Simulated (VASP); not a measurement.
# Ti6H in VASP: single point with PBE

Aim: the single point of Ti6H with PBE.

All numbers are computed with VASP 6.6.1; they aren't measurements. Logs are shortened: lines on timing, memory, paths and dates and some standing lists are left out, and cuts for length are marked.

## Step 1: The cell of the first run

The cell holds a slab with vacuum, 14 atoms: a = 5.876 Å, b = 4.650 Å, c = 23.784 Å, α = 90.00°, β = 90.00°, γ = 90.00°.

## Step 2: Single point, PBE

INCAR reads:

```
  PREC = Accurate
  ENCUT = 520
  EDIFF = 1E-6
  ISMEAR = 0
  SIGMA = 0.1
  LREAL = F
  LASPH = T
  NELM = 80
  ALGO = Normal
  ISIF = 2
  LWAVE = F
  LCHARG = F
  LDIPOL = T
  IDIPOL = 3
  DIPOL = 0.5 0.5 0.326
  GGA = PE
  NBANDS = 86
```

KPOINTS reads:

```
Automatic mesh
0
Gamma
  5 6 1
```

POSCAR reads:

```
Ti6H
1.0
    5.8763264169      0.0000000000      0.0000000000
    0.0000000000      4.6504654180      0.0000000000
    0.0000000000      0.0000000000     23.7842241737
Ti H
12 2
Direct
    0.0000000000      0.7500000000      0.1681787041
    0.5000000000      0.7500000000      0.1681787041
    0.2500000000      0.2500000000      0.2038399329
    0.7500000000      0.2500000000      0.2038399329
    0.2500000000      0.7500000000      0.2751623905
    0.7500000000      0.7500000000      0.2751623905
    0.0000000000      0.2500000000      0.3097469736
    0.5000000000      0.2500000000      0.3097469736
    0.0000000000      0.7500000000      0.3777037247
    0.5000000000      0.7500000000      0.3777037247
    0.2500000000      0.2500000000      0.4113745356
    0.7500000000      0.2500000000      0.4113745356
    0.1495120492      0.2500000000      0.5375085637
    0.3504879508      0.2500000000      0.5375085637
```

Potentials or basis: VASP PAW PBE potentials, release 64 (Ti_sv, H).

The run is started by

```console
cat potpaw_PBE.64/Ti_sv/POTCAR potpaw_PBE.64/H/POTCAR > POTCAR
mpirun -np 1 vasp_std > vasp.out
```

OUTCAR:

```text
PREC = Accurate
   ENCUT = 520
   EDIFF = 1E-6
   ISMEAR = 0
   LREAL = F
   LASPH = T
   NELM = 80
   ISIF = 2
   GGA = PE

 ion  position               nearest neighbor table
   1  0.000  0.750  0.168-   3 2.88   4 2.88   3 2.88   4 2.88
   2  0.500  0.750  0.168-   3 2.88   4 2.88   3 2.88   4 2.88
   3  0.250  0.250  0.204-   1 2.88   2 2.88   1 2.88   2 2.88   5 2.88   5 2.88   8 2.92   7 2.92

   4  0.750  0.250  0.204-   1 2.88   2 2.88   1 2.88   2 2.88   6 2.88   6 2.88   8 2.92   7 2.92

   5  0.250  0.750  0.275-   9 2.85  10 2.85   7 2.87   8 2.87   7 2.87   8 2.87   3 2.88   3 2.88

   6  0.750  0.750  0.275-   9 2.85  10 2.85   7 2.87   8 2.87   7 2.87   8 2.87   4 2.88   4 2.88

   7  0.000  0.250  0.310-  11 2.83  12 2.83   9 2.83   9 2.83   5 2.87   5 2.87   6 2.87   6 2.87
                             3 2.92   4 2.92
   8  0.500  0.250  0.310-  11 2.83  12 2.83  10 2.83  10 2.83   5 2.87   5 2.87   6 2.87   6 2.87
                             3 2.92   4 2.92
   9  0.000  0.750  0.378-   7 2.83   7 2.83   5 2.85   6 2.85  12 2.86  11 2.86  11 2.86  12 2.86

  10  0.500  0.750  0.378-   8 2.83   8 2.83   5 2.85   6 2.85  12 2.86  11 2.86  11 2.86  12 2.86

  11  0.250  0.250  0.411-   7 2.83   8 2.83   9 2.86  10 2.86   9 2.86  10 2.86
  12  0.750  0.250  0.411-   7 2.83   8 2.83   9 2.86  10 2.86   9 2.86  10 2.86
  13  0.150  0.250  0.538-
  14  0.350  0.250  0.538-

  LATTYP: Found a simple orthorhombic cell.
 ALAT       =     4.6504654180
 B/A-ratio  =     1.2635996376
 C/A-ratio  =     5.1143750218

  Lattice vectors:

 A1 = (   0.0000000000,  -4.6504654180,   0.0000000000)
 A2 = (   5.8763264169,   0.0000000000,   0.0000000000)
 A3 = (   0.0000000000,   0.0000000000,  23.7842241737)

Analysis of symmetry for initial positions (statically):
=====================================================================
 Subroutine PRICEL returns:
 Original cell was already a primitive cell.

 Routine SETGRP: Setting up the symmetry group for a
 simple orthorhombic supercell.

 Subroutine GETGRP returns: Found  4 space group operations
 (whereof  1 operations were pure point group operations)
 out of a pool of  8 trial point group operations.

The static configuration has the point symmetry C_1 .
 The point group associated with its full space group is C_2v.

Analysis of symmetry for dynamics (positions and initial velocities):
=====================================================================
 Subroutine PRICEL returns:
 Original cell was already a primitive cell.

 Routine SETGRP: Setting up the symmetry group for a
[... 141 lines left out ...]
  Thomas-Fermi vector in A             =   2.127167
   LORBIT       =      0    0 simple, 1 ext, 2 COOP (PROOUT), +10 PAW based schemes
   GGA     = PE    functional components
   LHFCALC =     F    Hartree Fock is set to
   AEXX    =    0.0000 exact exchange contribution
   IVDW    =     0    specifies the selected vdW correction
   LEPSILON=     F    determine dielectric tensor
   LRPA    =     F    only Hartree local field effects (RPA)
 non-spin polarized calculation
 Gauss-broadening in eV      SIGMA  =   0.10
  energy-cutoff  :      520.00
  volume of cell :      649.97
 maximum number of plane-waves:     17550
 NGX is ok and might be reduce to    48
   NGX = 21   NGY = 17   NGZ = 89

 dipolmoment           0.000000      0.000000     -0.046820 electrons x Angstroem

 number of electron     146.0000028 magnetization

 dipolmoment           0.000000      0.000000      0.034209 electrons x Angstroem

 Free energy of the ion-electron system (eV)
  ---------------------------------------------------
  ext. energy  EPLUGINS =         0.00000000
  ---------------------------------------------------
  free energy    TOTEN  =       -92.69247884 eV

  energy without entropy =      -92.58718013  energy(sigma->0) =      -92.63982949

 E-fermi :   0.2230     XC(G=0):  -4.7987

 val. band max:        0.1991885447   @ k =   0.0000   0.1667   0.0000
 cond. band min:       0.2257123097   @ k =   0.4000   0.3333   0.0000
 fundamental gap:      0.0265237650
 Fermi energy:         0.2230265649

 k-point     1 :       0.0000    0.0000    0.0000
  band No.  band energies     occupation
      1     -56.8337      2.00000
      2     -56.7894      2.00000
      3     -56.7677      2.00000
      4     -56.7049      2.00000
      5     -56.6219      2.00000
      6     -56.5593      2.00000
[... 1045 lines left out ...]
     84       0.6737      0.00000
     85       0.7263      0.00000
 [bands above 85 left out]

------------------------ aborting loop because EDIFF is reached ----------------------------------------

 vacuum level on the upper side and lower side of the slab       (xc-potential included)        -0.070        -0.290

  FORCE on cell =-STRESS in cart. coord.  units (eV):
  Direction    XX          YY          ZZ          XY          YZ          ZX
  --------------------------------------------------------------------------------------
  -------------------------------------------------------------------------------------
  Total      -10.4782916     -5.3121187     -3.3286958      0.0000000      0.0000000      0.0000000
  in kB      -25.8291278    -13.0944432     -8.2052792      0.0000000      0.0000000      0.0000000
  external PRESSURE =     -15.7096167 kB  Pullay stress =       0.0000000 kB

 VOLUME and BASIS-vectors are now :
 -----------------------------------------------------------------------------
  energy-cutoff  :      520.00
  volume of cell :      649.97
      direct lattice vectors                 reciprocal lattice vectors
     5.876326417  0.000000000  0.000000000     0.170174345  0.000000000  0.000000000
     0.000000000  4.650465418  0.000000000     0.000000000  0.215032241  0.000000000
     0.000000000  0.000000000 23.784224174     0.000000000  0.000000000  0.042044676

 POSITION                                       TOTAL-FORCE (eV/Angst)
 -----------------------------------------------------------------------------------
      0.00000      3.48785      4.00000         0.004288      0.000000      0.336566
      2.93816      3.48785      4.00000        -0.004288     -0.000000      0.336566
      1.46908      1.16262      4.84817         0.000000     -0.000000      0.092218
      4.40724      1.16262      4.84817         0.000000     -0.000000      0.107377
      1.46908      3.48785      6.54452         0.000000     -0.000000     -0.414226
      4.40724      3.48785      6.54452         0.000000     -0.000000     -0.371763
      0.00000      1.16262      7.36709        -0.008783     -0.000000     -0.091153
      2.93816      1.16262      7.36709         0.008783      0.000000     -0.091153
      0.00000      3.48785      8.98339        -0.022900      0.000000     -0.058346
      2.93816      3.48785      8.98339         0.022900     -0.000000     -0.058346
      1.46908      1.16262      9.78422         0.000000     -0.000000      0.571329
      4.40724      1.16262      9.78422         0.000000     -0.000000      0.117902
      0.87858      1.16262     12.78422         4.048796     -0.000000     -0.238485
      2.05958      1.16262     12.78422        -4.048796      0.000000     -0.238485
 -----------------------------------------------------------------------------------
    total drift:                                0.000000      0.000000      0.000237

  FREE ENERGIE OF THE ION-ELECTRON SYSTEM (eV)
  ---------------------------------------------------
  free  energy   TOTEN  =       -92.6924788431 eV

  energy  without entropy=      -92.5871801329  energy(sigma->0) =      -92.63982949

 vacuum level on the upper side and lower side of the slab         4.028         3.804
```

OSZICAR:

```text
N       E                     dE             d eps       ncg     rms          rms(c)
DAV:   1     0.181849833957E+04    0.18185E+04   -0.78930E+04  2464   0.167E+03
DAV:   2     0.162686580149E+03   -0.16558E+04   -0.16271E+04  2120   0.541E+02
DAV:   3    -0.539128601804E+02   -0.21660E+03   -0.20992E+03  3328   0.172E+02
[... 37 lines left out ...]
DAV:  41    -0.926924735309E+02   -0.31196E-05   -0.74386E-07  1368   0.480E-03    0.307E-03
DAV:  42    -0.926924749663E+02   -0.14354E-05   -0.35787E-07  1344   0.283E-03    0.287E-03
DAV:  43    -0.926924770946E+02   -0.21282E-05   -0.61176E-07  1424   0.499E-03    0.834E-04
DAV:  44    -0.926924787410E+02   -0.16464E-05   -0.43518E-07  1328   0.358E-03    0.170E-03
DAV:  45    -0.926924788431E+02   -0.10214E-06   -0.17058E-07  1248   0.223E-03
   1 F= -.92692479E+02 E0= -.92639829E+02  d E =-.105299E+00
```

It took 85 min on 1 thread of AMD EPYC 7R13, shared host; peak memory 0.85 GiB.

Results:

| Quantity | Value |
| --- | --- |
| Free energy | -92.6925 eV |
| Largest force | 4.056 eV/Å |
| Band gap on the k mesh | zero (bands 73 and 74 overlap by 0.29 eV) |

Forces in eV/Å, atoms in the order of the input:
```
Ti   0.004  0.000  0.337
Ti  -0.004  0.000  0.337
Ti   0.000  0.000  0.092
Ti   0.000  0.000  0.107
Ti   0.000  0.000 -0.414
Ti   0.000  0.000 -0.372
Ti  -0.009  0.000 -0.091
Ti   0.009  0.000 -0.091
Ti  -0.023  0.000 -0.058
Ti   0.023  0.000 -0.058
Ti   0.000  0.000  0.571
Ti   0.000  0.000  0.118
H    4.049  0.000 -0.238
H   -4.049  0.000 -0.238
```

The gap in the log of VASP goes by the Fermi energy; the results here count the filled bands.